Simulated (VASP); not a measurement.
# TiSi2: single point with PBEsol

The system is TiSi2.

```
Ti Si
1.0
     1.78659   -6.86908    0.00000
     1.78659    6.86908    0.00000
     0.00000    0.00000    3.60446
Ti Si
2 4
Cartesian
  1.7866 -5.4434 2.7033
  1.7866 5.4434 0.9011
  1.7866 -0.8052 2.7033
  1.7866 0.8052 0.9011
  1.7866 3.4360 2.7033
  1.7866 -3.4360 0.9011
```

This cell differs from its parent crystal: volume scaled by 1.06, then relaxed in part.

```
Program                : VASP 6.6.1
Task                   : single point
Functional             : PBEsol
Potentials or basis    : VASP PAW PBE potentials, release 64 (Ti_sv, Si)
Cutoff                 : 520 eV
k mesh                 : 10 × 10 × 10
Occupations            : gaussian, width 0.1 eV
Spin                   : no spin polarisation
Dipole correction      : no
Further INCAR settings : ALGO = Normal; EDIFF = 1e-06; NBANDS = 29
```

| Quantity | Value |
| --- | --- |
| Pressure | -7.0 GPa |
| Largest force | 0.006 eV/Å |
| Band gap on the k mesh | zero (band 20 reaches 10.45 eV, above the bottom of band 21 at 9.47 eV) |

Forces in eV/Å, atoms in the order of the input:
```
Ti   0.000 -0.002  0.000
Ti   0.000  0.002  0.000
Si   0.000  0.006  0.000
Si   0.000 -0.006  0.000
Si   0.000  0.001  0.000
Si   0.000 -0.001  0.000
```

Levels at points of the mesh, in eV from the Fermi level:
| k point | band 17 | band 18 | band 19 | band 20 | band 21 | band 22 | band 23 | band 24 |
| --- | --- | --- | --- | --- | --- | --- | --- | --- |
| (0.00, 0.00, 0.00) | -2.06 | -2.06 | -1.97 | 0.49 | 0.62 | 0.80 | 0.87 | 1.34 |
| (0.50, 0.00, 0.00) | -1.57 | -1.45 | -0.64 | -0.52 | -0.49 | 1.13 | 1.38 | 1.58 |
| (0.50, 0.50, 0.00) | -2.39 | -1.85 | -1.14 | 0.42 | 0.64 | 0.76 | 0.89 | 1.00 |
| (0.00, 0.00, 0.50) | -1.55 | -1.55 | -0.03 | -0.03 | 0.75 | 0.75 | 1.48 | 1.48 |
| (0.50, 0.00, 0.50) | -3.14 | -3.14 | -2.34 | -2.34 | 1.67 | 1.67 | 1.79 | 1.79 |
| (0.50, 0.50, 0.50) | -1.93 | -1.93 | -0.81 | -0.81 | 0.40 | 0.40 | 1.60 | 1.60 |

Wall time 6.6 min on 1 thread of Intel(R) Xeon(R) 6975P-C (Granite Rapids), on a shared host, peak memory 0.55 GiB.

Caveat: the PAW data sets were made with another functional, which shifts forces and pressure a little.
